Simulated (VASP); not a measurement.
A run of VASP 6.6.1:

File INCAR:

```
PREC = Accurate
ENCUT = 520
EDIFF = 1E-6
ISMEAR = -1
SIGMA = 0.1
LREAL = Auto
LASPH = True
NELM = 80
ALGO = Normal
ISIF = 2
LWAVE = False
LCHARG = False
GGA = PE
NBANDS = 60
```

The input KPOINTS:

```
regular mesh
0
Gamma
  2 2 1
```

Contents of POSCAR:

```
Al24Cu
1.0
    5.7275650000      0.0000000000      0.0000000000
    4.2956740000      7.4403250000      0.0000000000
    0.0000000000      0.0000000000     20.0148060000
Al Cu
24 1
Direct
    0.0000000000      0.0000000000      0.0499630124
    0.5000030554      0.0000000000      0.0499630124
    0.0000023532      0.3333322133      0.0499630124
    0.5000054086      0.3333322133      0.0499630124
    0.0000047063      0.6666644266      0.0499630124
    0.5000077617      0.6666644266      0.0499630124
    0.2229990031      0.1080060347      0.1906638516
    0.6936289502      0.1363918915      0.2112286274
    0.1863728985      0.4508808419      0.1758598110
    0.7019746627      0.4132749577      0.1726222078
    0.1989560197      0.7686492190      0.1788575917
    0.6885029031      0.7855705228      0.1681754997
   -0.1234573138      0.2051388884      0.3386642868
    0.3801938632      0.1825592296      0.3337878968
   -0.1152394180      0.5005829718      0.2991235588
    0.3892207248      0.5122625692      0.3136178287
   -0.1523883877      0.8430142500      0.3148219373
    0.3031179120      0.8624892058      0.3244797876
   -0.0524422513     -0.0432373586      0.4611985747
    0.5173262506     -0.0727521983      0.4503915751
    0.0262555272      0.2397341514      0.4665496133
    0.4377332542      0.2917480083      0.4660599758
    0.0457767146      0.6338029589      0.4254400467
    0.5253429179      0.6058337505      0.4359722497
    0.8357249610      0.5457422895      0.5145890497
```

Potentials or basis: VASP PAW PBE potentials, release 64 (Al, Cu).

Run with:

```bash
$ cat potpaw_PBE.64/Al/POTCAR potpaw_PBE.64/Cu/POTCAR > POTCAR
$ mpirun -np 1 vasp_std > vasp.out
```

Hardware: 1 thread of Intel(R) Xeon(R) 6975P-C (Granite Rapids), with other jobs on the host.

Estimate the wall time of this run.

Wall time 4.8 min on 1 thread of Intel(R) Xeon(R) 6975P-C (Granite Rapids), with other jobs on the host, peak memory 0.9 GiB. Counts: scf iterations 24, k points 4.
